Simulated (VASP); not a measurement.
# Ti (I4/mmm) in VASP: a series of runs

Ti is run at these levels: PBEsol; tasks: single point.

All numbers are computed with VASP 6.6.1; they aren't measurements. Logs are shortened: lines on timing, memory, paths and dates and some standing lists are left out, and cuts for length are marked.

**1. The cell of the first run**

It takes space group I4/mmm (No. 139, tetragonal). Conventional cell: a = 2.868 Å, b = 2.868 Å, c = 4.137 Å, α = 90.00°, β = 90.00°, γ = 90.00°. Within 3.8 Å of Ti (site symmetry 4/mmm) lie 12 Ti at 2.87 to 2.90 Å.

**2. Single point, PBEsol (strain +0.0200 x Voigt [0, 0, 1, 0, 0, 0])**

File INCAR:

```
ALGO     = Fast           # electronic algorithm
EDIFF    = 1E-6           # SCF threshold, eV
ENCUT    = 520            # plane-wave cutoff, eV
GGA      = PS             # functional
ISIF     = 2              # what is computed and relaxed
ISMEAR   = 0              # smearing method
LASPH    = True           # aspherical terms in the spheres
LCHARG   = False          # write CHGCAR
LREAL    = False          # projectors in reciprocal space
LWAVE    = False          # write WAVECAR
NBANDS   = 12             # bands
NELM     = 80             # most SCF steps
PREC     = Accurate       # precision mode
SIGMA    = 0.15           # smearing width, eV
```

File KPOINTS:

```
k-points
0
Gamma
  26 26 26
```

File POSCAR:

```
Ti
1.0
    0.0000000000      2.0279211513      2.0684795743
    2.0279211513      0.0000000000      2.0684795743
    2.0279211513      2.0279211513      0.0000000000
Ti
1
Direct
    0.0000000000      0.0000000000      0.0000000000
```

Potentials or basis: VASP PAW PBE potentials, release 64 (Ti_sv).

Launch:

```bash
$ cat potpaw_PBE.64/Ti_sv/POTCAR > POTCAR
$ mpirun -np 1 vasp_std > vasp.out
```

OUTCAR:

```text
EDIFF = 1E-6
   ENCUT = 520
   GGA = PS
   ISIF = 2
   ISMEAR = 0
   LASPH = True
   LREAL = False
   NELM = 80
   PREC = Accurate

 ion  position               nearest neighbor table
   1  0.000  0.000  0.000-

  LATTYP: Found a body centered tetragonal cell.
 ALAT       =     2.8679135956
 C/A-ratio  =     1.4424978336

  Lattice vectors:

 A1 = (  -2.0279211513,   0.0000000000,   2.0684795743)
 A2 = (   2.0279211513,   0.0000000000,   2.0684795743)
 A3 = (   0.0000000000,   2.0279211513,  -2.0684795743)

Analysis of symmetry for initial positions (statically):
=====================================================================
 Subroutine PRICEL returns:
 Original cell was already a primitive cell.

 Routine SETGRP: Setting up the symmetry group for a
 body centered tetragonal supercell.

 Subroutine GETGRP returns: Found 16 space group operations
 (whereof 16 operations were pure point group operations)
 out of a pool of 16 trial point group operations.

The static configuration has the point symmetry D_4h.

Analysis of symmetry for dynamics (positions and initial velocities):
=====================================================================
 Subroutine PRICEL returns:
 Original cell was already a primitive cell.

 Routine SETGRP: Setting up the symmetry group for a
 body centered tetragonal supercell.

 Subroutine GETGRP returns: Found 16 space group operations
 (whereof 16 operations were pure point group operations)
 out of a pool of 16 trial point group operations.

The dynamic configuration has the point symmetry D_4h.

 Subroutine INISYM returns: Found 16 space group operations
 (whereof 16 operations are pure point group operations),
 and found     1 'primitive' translations

----------------------------------------------------------------------------------------

                                     Primitive cell

  volume of cell :      17.0131

  direct lattice vectors                    reciprocal lattice vectors
     0.000000000  2.027921151  2.068479574    -0.246557910  0.246557910  0.241723441
     2.027921151  0.000000000  2.068479574     0.246557910 -0.246557910  0.241723441
     2.027921151  2.027921151  0.000000000     0.246557910  0.246557910 -0.241723441

  length of vectors
     2.896734704  2.896734704  2.867913596     0.424278007  0.424278007  0.424278007

  position of ions in fractional coordinates (direct lattice)
     0.000000000  0.000000000  0.000000000

  ion indices of the primitive-cell ions
   primitive index   ion index
                 1           1

----------------------------------------------------------------------------------------

 KPOINTS: k-points

Automatic generation of k-mesh.
 Grid dimensions read from file:
 generate k-points for:   26   26   26

 Generating k-lattice:

  Cartesian coordinates                     Fractional coordinates (reciprocal lattice)
    -0.009482997  0.009482997  0.009297055     0.038461538 -0.000000000  0.000000000
     0.009482997 -0.009482997  0.009297055    -0.000000000  0.038461538  0.000000000
     0.009482997  0.009482997 -0.009297055     0.000000000  0.000000000  0.038461538

  Length of vectors
     0.016318385  0.016318385  0.016318385

  Shift w.r.t. Gamma in fractional coordinates (k-lattice)
     0.000000000  0.000000000  0.000000000

 Subroutine IBZKPT returns following result:
 ===========================================

 Found   1330 irreducible k-points:

 Following reciprocal coordinates:
            Coordinates               Weight
  0.000000  0.000000  0.000000      1.000000
  0.038462  0.000000  0.000000      8.000000
  0.076923  0.000000  0.000000      8.000000
  0.115385  0.000000  0.000000      8.000000
  0.153846  0.000000  0.000000      8.000000
  0.192308  0.000000  0.000000      8.000000
[... 16 lines left out ...]
  0.346154  0.038462  0.000000      8.000000
  0.384615  0.038462  0.000000      8.000000
 [... further k-points ...]
   k-points           NKPTS =   1330   k-points in BZ     NKDIM =   1330   number of bands    NBANDS=     12
   number of dos      NEDOS =    301   number of ions     NIONS =      1
   total plane-waves  NPLWV =  13824
   dimension x,y,z NGX =    24 NGY =   24 NGZ =   24
   dimension x,y,z NGXF=    48 NGYF=   48 NGZF=   48
   ions per type =               1
   NGX,Y,Z   is equivalent  to a cutoff of  13.77, 13.77, 13.91 a.u.
   NGXF,Y,Z  is equivalent  to a cutoff of  27.55, 27.55, 27.82 a.u.
 SYSTEM =  unknown system
   PREC   = accura    normal or accurate (medium, high low for compatibility)
   ISTART =      0    job   : 0-new  1-cont  2-samecut
   ICHARG =      2    charge: 1-file 2-atom 10-const
   ISPIN  =      1    spin polarized calculation?
   LNONCOLLINEAR =      F non collinear calculations
   LSORBIT =      F    spin-orbit coupling
   LASPH  =      T    aspherical Exc in radial PAW
   ENCUT  =  520.0 eV  38.22 Ry    6.18 a.u.   5.39  5.39  5.33*2*pi/ulx,y,z
   NELM   =     80;   NELMIN=  2; NELMDL= -5     # of ELM steps
   EDIFF  = 0.1E-05   stopping-criterion for ELM
   LREAL  =      F    real-space projection
   EDIFFG = 0.1E-04   stopping-criterion for IOM
   NSW    =      0    number of steps for IOM
   IBRION =     -1    ionic relax: 0-MD 1-quasi-New 2-CG
   NFREE  =      0    steps in history (QN), initial steepest desc. (CG)
   ISIF   =      2    stress and relaxation
   ISYM   =      2    0-nonsym 1-usesym 2-fastsym
   POTIM  = 0.5000    time-step for ionic-motion
   TEBEG  =    0.0;   TEEND  =   0.0 temperature during run
   PSTRESS=    0.0 pullay stress
   NELECT =      12.0000    total number of electrons
   NUPDOWN=      -1.0000    fix difference up-down
   EMIN   =  10.00;   EMAX   =-10.00  energy-range for DOS
   EFERMI =   0.00;   METHOD = LEGACY
   ISMEAR =     0;   SIGMA  =   0.15  broadening in eV -4-tet -1-fermi 0-gaus
   EFERMI_NEDOS =   21; number of points for ismear=-14 and -15
   IALGO  =     68    algorithm
   IMIX   =      4    mixing-type and parameters
     AMIX     =   0.40;   BMIX     =  1.00
     AMIX_MAG =   1.60;   BMIX_MAG =  1.00
  volume/ion in A,a.u.               =      17.01       114.81
  Fermi-wavevector in a.u.,A,eV,Ry     =   1.457273  2.753846 28.893922  2.123643
  Thomas-Fermi vector in A             =   2.574093
   LORBIT       =      0    0 simple, 1 ext, 2 COOP (PROOUT), +10 PAW based schemes
   GGA     = PS    functional components
   LHFCALC =     F    Hartree Fock is set to
   AEXX    =    0.0000 exact exchange contribution
   IVDW    =     0    specifies the selected vdW correction
   LEPSILON=     F    determine dielectric tensor
   LRPA    =     F    only Hartree local field effects (RPA)
 non-spin polarized calculation
 RMM-DIIS sequential band-by-band and
 Gauss-broadening in eV      SIGMA  =   0.15
  energy-cutoff  :      520.00
  volume of cell :       17.01
 maximum number of plane-waves:       477
 NGX is ok and might be reduce to    24
   NGX = 11   NGY = 11   NGZ = 11

 number of electron      12.0000003 magnetization

 Free energy of the ion-electron system (eV)
  ---------------------------------------------------
  ext. energy  EPLUGINS =         0.00000000
  ---------------------------------------------------
  free energy    TOTEN  =        -8.28967675 eV

  energy without entropy =       -8.27038300  energy(sigma->0) =       -8.28002987

 E-fermi :   8.3138     XC(G=0): -11.7352

 val. band max:        8.3129419847   @ k =  -0.1538   0.1154   0.0769
 cond. band min:       8.3151587211   @ k =  -0.3462   0.0000   0.0769
 fundamental gap:      0.0022167364
 Fermi energy:         8.3138313138

 k-point     1 :       0.0000    0.0000    0.0000
  band No.  band energies     occupation
      1     -48.1296      2.00000
      2     -24.0609      2.00000
      3     -24.0569      2.00000
      4     -24.0569      2.00000
      5       2.1677      2.00000
      6       9.0963      0.00000
      7       9.2589      0.00000
      8       9.2589      0.00000
      9      10.7762      0.00000
     10      10.9653      0.00000
     11      23.7032      0.00000
     12      27.9251      0.00000

 k-point     2 :       0.0385    0.0000    0.0000
  band No.  band energies     occupation
      1     -48.1276      2.00000
      2     -24.0696      2.00000
      3     -24.0608      2.00000
      4     -24.0582      2.00000
      5       2.2169      2.00000
      6       9.0962      0.00000
      7       9.2462      0.00000
      8       9.2773      0.00000
      9      10.7652      0.00000
     10      10.9520      0.00000
     11      23.7479      0.00000
     12      27.7026      0.00000

 k-point     3 :       0.0769    0.0000    0.0000
  band No.  band energies     occupation
      1     -48.1219      2.00000
      2     -24.1014      2.00000
      3     -24.0655      2.00000
      4     -24.0618      2.00000
      5       2.3628      2.00000
      6       9.0547      0.00000
      7       9.2494      0.00000
      8       9.3293      0.00000
      9      10.7364      0.00000
     10      10.9159      0.00000
     11      23.8616      0.00000
     12      26.8320      0.00000
[... 286 lines left out ...]
 k-point    23 :       0.3462    0.0385    0.0000
  band No.  band energies     occupation
      1     -48.0276      2.00000
      2     -24.6037      2.00000
      3     -24.1366      2.00000
      4     -24.1279      2.00000
      5       4.9684      2.00000
      6       8.2906      1.17324
      7       9.1710      0.00000
      8       9.4285      0.00000
      9      11.3124      0.00000
     10      11.5146      0.00000
     11      19.2871      0.00000
     12      23.8076      0.00000

 k-point    24 :       0.3846    0.0385    0.0000
  band No.  band energies     occupation
      1     -48.0144      2.00000
      2     -24.6715      2.00000
      3     -24.1477      2.00000
      4     -24.1347      2.00000
      5       5.3015      2.00000
      6       8.4042      0.39424
      7       9.0898      0.00000
      8       9.3471      0.00000
      9      11.5696      0.00000
     10      11.6956      0.00000
     11      18.3690      0.00000
     12      23.4902      0.00000

 [... further k-points ...]
[... 5 lines left out ...]
  --------------------------------------------------------------------------------------
  -------------------------------------------------------------------------------------
  Total       -0.2286470     -0.2286470     -0.3022682      0.0000000      0.0000000      0.0000000
  in kB      -21.5324110    -21.5324110    -28.4655526      0.0000000      0.0000000      0.0000000
  external PRESSURE =     -23.8434582 kB  Pullay stress =       0.0000000 kB

 VOLUME and BASIS-vectors are now :
 -----------------------------------------------------------------------------
  energy-cutoff  :      520.00
  volume of cell :       17.01
      direct lattice vectors                 reciprocal lattice vectors
     0.000000000  2.027921151  2.068479574    -0.246557910  0.246557910  0.241723441
     2.027921151  0.000000000  2.068479574     0.246557910 -0.246557910  0.241723441
     2.027921151  2.027921151  0.000000000     0.246557910  0.246557910 -0.241723441

 POSITION                                       TOTAL-FORCE (eV/Angst)
 -----------------------------------------------------------------------------------
      0.00000      0.00000      0.00000         0.000000      0.000000      0.000000
 -----------------------------------------------------------------------------------
    total drift:                               -0.000000      0.000000      0.000000

  FREE ENERGIE OF THE ION-ELECTRON SYSTEM (eV)
  ---------------------------------------------------
  free  energy   TOTEN  =        -8.2896767494 eV

  energy  without entropy=       -8.2703829971  energy(sigma->0) =       -8.28002987
```

Run time: 5.2 min. Hardware: 1 thread of Intel Xeon Platinum 8259CL at 2.50GHz (Skylake/Cascade Lake), shared host; peak memory 0.37 GiB.

What came out:

```yaml
Free_energy: -8.2897 eV
Pressure: -2.4 GPa
Band_gap_on_the_k_mesh: zero (bands 6 and 7 overlap by 1.36 eV)
```

Stress tensor (GPa, compression positive):
```
-2.15  0.00  0.00
 0.00 -2.15  0.00
 0.00  0.00 -2.85
```

Caveat: the cell differs from its parent crystal (strain +0.0200 x Voigt [0, 0, 1, 0, 0, 0]); the PAW data sets were made with another functional, which shifts forces and pressure a little.

**3. Single point, PBEsol (strain +0.0175 x Voigt [0, 0, 1, 0, 0, 0])**

File INCAR:

```
SYSTEM = Ti
PREC = Accurate
ENCUT = 520
EDIFF = 1E-6
ISMEAR = 0
SIGMA = 0.15
LREAL = .False.
LASPH = .True.
NELM = 100
ALGO = Fast
ISIF = 2
LWAVE = .False.
LCHARG = .True.
GGA = PS
LELF = .True.
LVHAR = .True.
NBANDS = 12
```

File KPOINTS:

```
Automatic mesh
0
Gamma
  26 26 26
  0 0 0
```

File POSCAR:

```
Ti
1.0
    0.0000000000      2.0279211513      2.0634097714
    2.0279211513      0.0000000000      2.0634097714
    2.0279211513      2.0279211513      0.0000000000
Ti
1
Direct
    0.0000000000      0.0000000000      0.0000000000
```

Potentials or basis: VASP PAW PBE potentials, release 64 (Ti_sv).

Launch:

```bash
$ cat potpaw_PBE.64/Ti_sv/POTCAR > POTCAR
$ mpirun -np 1 vasp_std > vasp.out
```

Wall time 5.3 min (1 thread of Intel Xeon Platinum 8259CL at 2.50GHz (Skylake/Cascade Lake), shared host); peak memory 0.37 GiB.

It converged, with:

```yaml
Free_energy: -8.2904 eV
Pressure: -2.1 GPa
Band_gap_on_the_k_mesh: zero (bands 6 and 7 overlap by 1.37 eV)
```

Stress tensor (GPa, compression positive):
```
-1.92  0.00  0.00
 0.00 -1.92  0.00
 0.00  0.00 -2.53
```

Levels at points of the mesh, in eV from the Fermi level:
```tsv
k point	band 2	band 3	band 4	band 5	band 6	band 7	band 8	band 9	band 10	band 11
(0.00, 0.00, 0.00)	-32.37	-32.36	-32.36	-6.15	0.80	0.94	0.94	2.48	2.65	15.40
(0.50, 0.00, 0.00)	-33.10	-32.47	-32.45	-2.65	0.68	0.70	0.84	3.66	3.72	8.42
(0.50, 0.50, 0.00)	-33.05	-32.61	-32.61	-2.67	-1.75	2.73	3.68	3.98	3.98	11.36
(0.50, 0.00, 0.50)	-33.05	-32.64	-32.62	-2.66	-1.79	3.05	3.67	3.93	4.04	11.80
```

Caveat: the cell differs from its parent crystal (strain +0.0175 x Voigt [0, 0, 1, 0, 0, 0]); the PAW data sets were made with another functional, which shifts forces and pressure a little.
